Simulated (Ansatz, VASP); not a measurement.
Two plane-wave programs on KCl

```
K Cl
1.0
     0.00000    2.90361    3.15610
     2.90361    0.00000    3.15610
     2.90361    2.90361    0.00000
K Cl
1 1
Direct
  0.00000 0.00000 0.00000
  0.50000 0.50000 0.50000
```

Change from the starting cell: strain -0.080 along x and y, +0.000 along z, atoms carried along.

Alike in both runs: task single point; functional r2SCAN; k mesh 6 × 6 × 6; occupations gaussian, width 0.05 eV; no spin polarisation.

|  | VASP | Ansatz |
| --- | --- | --- |
| version | VASP 6.6.1 | Ansatz 0.2.0 |
| potentials or method | VASP PAW PBE potentials, release 64 (K_sv, Cl), cutoff 550 eV | scalar-relativistic, plane waves, PAW |
| valence electrons in the cell | 16 | 16 |

```csv
,VASP,Ansatz,Ansatz less VASP
gap on the k mesh at the Fermi level (eV),6.32,6.32,-0.004
least direct gap on the mesh (eV),6.32,6.32,-0.004
pressure (GPa),5.1,5.1,-0.05
"traceless stress, the component that is largest in VASP (GPa)",-4.31,-4.25,+0.056
```

VASP's potentials were made for PBE, not for r2SCAN.
